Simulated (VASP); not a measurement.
# HfTi5N6 (P-3m1) in VASP: single point with PBE

Aim: the single point of HfTi5N6 with PBE.

Everything below comes from runs of VASP 6.6.1. Logs are shortened: lines on timing, memory, paths and dates and some standing lists are left out, and cuts for length are marked.

## (1) The cell of the first run

The structure is trigonal, space group P-3m1 (No. 164). Conventional cell: a = 3.048 Å, b = 3.048 Å, c = 14.861 Å, α = 90.00°, β = 90.00°, γ = 120.00°. Hf (site symmetry -3m) has 6 N at 2.22 Å within 2.9 Å. Ti (site symmetry 3m) has 6 N at 2.13 to 2.15 Å within 2.8 Å. Ti (site symmetry 3m) has 6 N at 2.13 to 2.14 Å within 2.8 Å. Within 2.8 Å of Ti (site symmetry -3m) lie 6 N at 2.14 Å. Within 2.8 Å of N (site symmetry 3m) lie 6 Ti at 2.14 Å. N (site symmetry 3m) has 6 Ti at 2.13 Å within 2.8 Å. Within 2.8 Å of N (site symmetry 3m) lie 3 Ti at 2.15 Å and 3 Hf at 2.22 Å.

## (2) Single point, PBE

Contents of INCAR:

```
ALGO = Fast
EDIFF = 1E-7
ENCUT = 520
GGA = PE
ISIF = 2
ISMEAR = 0
LASPH = True
LCHARG = False
LREAL = False
LWAVE = False
NBANDS = 62
NELM = 80
PREC = Accurate
SIGMA = 0.1
```

Contents of KPOINTS:

```
k-points
0
Gamma
  12 12 4
```

Contents of POSCAR:

```
HfTi5N6
1.0
    3.0477536617      0.0000000000      0.0000000000
   -1.5238768309      2.6394320955      0.0000000000
    0.0000000000      0.0000000000     14.8607944520
Hf Ti N
1 5 6
Direct
    0.0000000000      0.0000000000      0.0000000000
    0.3333333333      0.6666666667      0.1741710865
    0.6666666667      0.3333333333      0.3363523682
    0.0000000000      0.0000000000      0.5000000000
    0.3333333333      0.6666666667      0.6636476318
    0.6666666667      0.3333333333      0.8258289135
    0.3333333333      0.6666666667      0.4183958479
    0.6666666667      0.3333333333      0.5816041521
    0.0000000000      0.0000000000      0.7448233316
    0.3333333333      0.6666666667      0.9090635045
    0.6666666667      0.3333333333      0.0909364955
    0.0000000000      0.0000000000      0.2551766684
```

Potentials or basis: VASP PAW PBE potentials, release 64 (Hf_pv, Ti_sv, N).

On the command line:

```console
$ cat potpaw_PBE.64/Hf_pv/POTCAR potpaw_PBE.64/Ti_sv/POTCAR potpaw_PBE.64/N/POTCAR > POTCAR
$ mpirun -np 1 vasp_std > vasp.out
```

OUTCAR:

```text
EDIFF = 1E-7
   ENCUT = 520
   GGA = PE
   ISIF = 2
   ISMEAR = 0
   LASPH = True
   LREAL = False
   NELM = 80
   PREC = Accurate

 ion  position               nearest neighbor table
   1  0.000  0.000  0.000-  10 2.22  11 2.22  11 2.22  10 2.22  11 2.22  10 2.22   2 3.13   6 3.13
                             2 3.13   6 3.13   6 3.13   2 3.13
   2  0.333  0.667  0.174-  12 2.13  12 2.13  12 2.13  11 2.15  11 2.15  11 2.15   1 3.13   1 3.13
                             1 3.13
   3  0.667  0.333  0.336-  12 2.13  12 2.13  12 2.13   7 2.14   7 2.14   7 2.14
   4  0.000  0.000  0.500-   7 2.14   8 2.14   8 2.14   7 2.14   8 2.14   7 2.14
   5  0.333  0.667  0.664-   9 2.13   9 2.13   9 2.13   8 2.14   8 2.14   8 2.14
   6  0.667  0.333  0.826-   9 2.13   9 2.13   9 2.13  10 2.15  10 2.15  10 2.15   1 3.13   1 3.13
                             1 3.13
   7  0.333  0.667  0.418-   4 2.14   4 2.14   4 2.14   3 2.14   3 2.14   3 2.14
   8  0.667  0.333  0.582-   4 2.14   4 2.14   4 2.14   5 2.14   5 2.14   5 2.14
   9  0.000  0.000  0.745-   6 2.13   6 2.13   6 2.13   5 2.13   5 2.13   5 2.13
  10  0.333  0.667  0.909-   6 2.15   6 2.15   6 2.15   1 2.22   1 2.22   1 2.22
  11  0.667  0.333  0.091-   2 2.15   2 2.15   2 2.15   1 2.22   1 2.22   1 2.22
  12  0.000  0.000  0.255-   2 2.13   2 2.13   2 2.13   3 2.13   3 2.13   3 2.13

  LATTYP: Found a hexagonal cell.
 ALAT       =     3.0477536617
 C/A-ratio  =     4.8759828062

  Lattice vectors:

 A1 = (   3.0477536617,   0.0000000000,   0.0000000000)
 A2 = (  -1.5238768309,   2.6394320955,   0.0000000000)
 A3 = (   0.0000000000,   0.0000000000,  14.8607944520)

Analysis of symmetry for initial positions (statically):
=====================================================================
 Subroutine PRICEL returns:
 Original cell was already a primitive cell.

 Routine SETGRP: Setting up the symmetry group for a
 hexagonal supercell.

 Subroutine GETGRP returns: Found 12 space group operations
 (whereof 12 operations were pure point group operations)
 out of a pool of 24 trial point group operations.

The static configuration has the point symmetry D_3d.

Analysis of symmetry for dynamics (positions and initial velocities):
=====================================================================
 Subroutine PRICEL returns:
 Original cell was already a primitive cell.

 Routine SETGRP: Setting up the symmetry group for a
 hexagonal supercell.

 Subroutine GETGRP returns: Found 12 space group operations
 (whereof 12 operations were pure point group operations)
 out of a pool of 24 trial point group operations.

The dynamic configuration has the point symmetry D_3d.

[... 129 lines left out ...]
   NELECT =     100.0000    total number of electrons
   NUPDOWN=      -1.0000    fix difference up-down
   EMIN   =  10.00;   EMAX   =-10.00  energy-range for DOS
   EFERMI =   0.00;   METHOD = LEGACY
   ISMEAR =     0;   SIGMA  =   0.10  broadening in eV -4-tet -1-fermi 0-gaus
   EFERMI_NEDOS =   21; number of points for ismear=-14 and -15
   IALGO  =     68    algorithm
   IMIX   =      4    mixing-type and parameters
     AMIX     =   0.40;   BMIX     =  1.00
     AMIX_MAG =   1.60;   BMIX_MAG =  1.00
  volume/ion in A,a.u.               =       9.96        67.23
  Fermi-wavevector in a.u.,A,eV,Ry     =   1.542520  2.914939 32.373251  2.379367
  Thomas-Fermi vector in A             =   2.648313
   LORBIT       =      0    0 simple, 1 ext, 2 COOP (PROOUT), +10 PAW based schemes
   GGA     = PE    functional components
   LHFCALC =     F    Hartree Fock is set to
   AEXX    =    0.0000 exact exchange contribution
   IVDW    =     0    specifies the selected vdW correction
   LEPSILON=     F    determine dielectric tensor
   LRPA    =     F    only Hartree local field effects (RPA)
 non-spin polarized calculation
 RMM-DIIS sequential band-by-band and
 Gauss-broadening in eV      SIGMA  =   0.10
  energy-cutoff  :      520.00
  volume of cell :      119.55
 maximum number of plane-waves:      3248
 NGX is ok and might be reduce to    24
   NGX = 11   NGY = 11   NGZ = 55

 number of electron     100.0000000 magnetization

 number of electron      99.9999979 magnetization

 Free energy of the ion-electron system (eV)
  ---------------------------------------------------
  ext. energy  EPLUGINS =         0.00000000
  ---------------------------------------------------
  free energy    TOTEN  =      -119.74673399 eV

  energy without entropy =     -119.72493738  energy(sigma->0) =     -119.73583568

 E-fermi :  10.6933     XC(G=0): -12.9116

 val. band max:       10.6900015622   @ k =   0.2500   0.2500   0.2500
 cond. band min:      10.7012345174   @ k =   0.2500   0.0833   0.0000
 fundamental gap:      0.0112329552
 Fermi energy:        10.6932611613

 k-point     1 :       0.0000    0.0000    0.0000
  band No.  band energies     occupation
      1     -47.1958      2.00000
      2     -47.1684      2.00000
      3     -47.1541      2.00000
      4     -47.1174      2.00000
      5     -47.1062      2.00000
      6     -23.7632      2.00000
[... 1549 lines left out ...]
     61      12.1957      0.00000
     62      12.5975      0.00000

 [... further k-points ...]
[... 5 lines left out ...]
  --------------------------------------------------------------------------------------
  -------------------------------------------------------------------------------------
  Total       -0.0508926     -0.0508926     -0.1397895      0.0000000      0.0000000     -0.0000000
  in kB       -0.6820766     -0.6820766     -1.8734961      0.0000000      0.0000000     -0.0000000
  external PRESSURE =      -1.0792165 kB  Pullay stress =       0.0000000 kB

 VOLUME and BASIS-vectors are now :
 -----------------------------------------------------------------------------
  energy-cutoff  :      520.00
  volume of cell :      119.55
      direct lattice vectors                 reciprocal lattice vectors
     3.047753662  0.000000000  0.000000000     0.328110507  0.189434690  0.000000000
    -1.523876831  2.639432096  0.000000000     0.000000000  0.378869379  0.000000000
     0.000000000  0.000000000 14.860794452     0.000000000  0.000000000  0.067291153

 POSITION                                       TOTAL-FORCE (eV/Angst)
 -----------------------------------------------------------------------------------
      0.00000      0.00000      0.00000         0.000000      0.000000      0.000000
     -0.00000      1.75962      2.58832        -0.000000      0.000000     -0.010092
      1.52388      0.87981      4.99846        -0.000000      0.000000     -0.002105
      0.00000      0.00000      7.43040         0.000000      0.000000      0.000000
     -0.00000      1.75962      9.86233        -0.000000      0.000000      0.002105
      1.52388      0.87981     12.27247         0.000000     -0.000000      0.010092
     -0.00000      1.75962      6.21769         0.000000     -0.000000     -0.002379
      1.52388      0.87981      8.64310        -0.000000      0.000000      0.002379
      0.00000      0.00000     11.06867        -0.000000     -0.000000     -0.004746
     -0.00000      1.75962     13.50941         0.000000     -0.000000      0.147888
      1.52388      0.87981      1.35139        -0.000000      0.000000     -0.147888
      0.00000      0.00000      3.79213         0.000000      0.000000      0.004746
 -----------------------------------------------------------------------------------
    total drift:                               -0.000000      0.000000      0.000000

  FREE ENERGIE OF THE ION-ELECTRON SYSTEM (eV)
  ---------------------------------------------------
  free  energy   TOTEN  =      -119.7467339917 eV

  energy  without entropy=     -119.7249373771  energy(sigma->0) =     -119.73583568
```

OSZICAR:

```text
N       E                     dE             d eps       ncg     rms          rms(c)
DAV:   1     0.146418607429E+04    0.14642E+04   -0.48181E+04  8708   0.198E+03
DAV:   2     0.131466991666E+03   -0.13327E+04   -0.12861E+04  8556   0.619E+02
DAV:   3    -0.125597321745E+03   -0.25706E+03   -0.24954E+03 11884   0.226E+02
[... 44 lines left out ...]
RMM:  48    -0.119746733656E+03   -0.88725E-07   -0.16400E-06  9493   0.425E-03    0.735E-04
RMM:  49    -0.119746733805E+03   -0.14856E-06   -0.22305E-06  9900   0.436E-03    0.660E-04
RMM:  50    -0.119746733842E+03   -0.36995E-07   -0.10690E-06  9402   0.408E-03    0.539E-04
RMM:  51    -0.119746733989E+03   -0.14694E-06   -0.22537E-06  9528   0.413E-03    0.329E-04
RMM:  52    -0.119746733992E+03   -0.27812E-08   -0.76261E-07  9160   0.411E-03
   1 F= -.11974673E+03 E0= -.11973584E+03  d E =-.217966E-01
```

Wall time 65 min (1 thread of Oxide Virtual Turin-like, shared host); peak memory 0.49 GiB.

What came out:

```yaml
Free_energy: -119.7467 eV
Pressure: -0.1 GPa
Largest_force: 0.148 eV/Å
Band_gap_on_the_k_mesh: zero (bands 50 and 51 overlap by 0.86 eV)
```

Forces in eV/Å, atoms in the order of the input:
```
Hf   0.000  0.000  0.000
Ti   0.000  0.000 -0.010
Ti   0.000  0.000 -0.002
Ti   0.000  0.000  0.000
Ti   0.000  0.000  0.002
Ti   0.000  0.000  0.010
N    0.000  0.000 -0.002
N    0.000  0.000  0.002
N    0.000  0.000 -0.005
N    0.000  0.000  0.148
N    0.000  0.000 -0.148
N    0.000  0.000  0.005
```

Levels at points of the mesh, in eV from the Fermi level:
```tsv
k point	band 46	band 47	band 48	band 49	band 50	band 51	band 52	band 53	band 54	band 55
(0.00, 0.00, 0.00)	-2.17	-2.11	-0.61	-0.61	-0.53	-0.14	-0.14	0.13	0.15	0.15
(0.50, 0.00, 0.00)	-3.29	-3.24	-3.12	-1.40	-1.34	0.67	0.68	1.55	1.67	1.72
(0.00, 0.00, 0.50)	-2.59	-2.59	-0.51	-0.51	-0.32	-0.32	-0.22	-0.22	0.41	0.41
(0.50, 0.00, 0.50)	-3.50	-3.50	-2.31	-2.30	-0.36	-0.33	1.42	1.56	1.56	1.67
```

Caveat: spin-orbit coupling is left out, which moves the levels of the heavy elements.
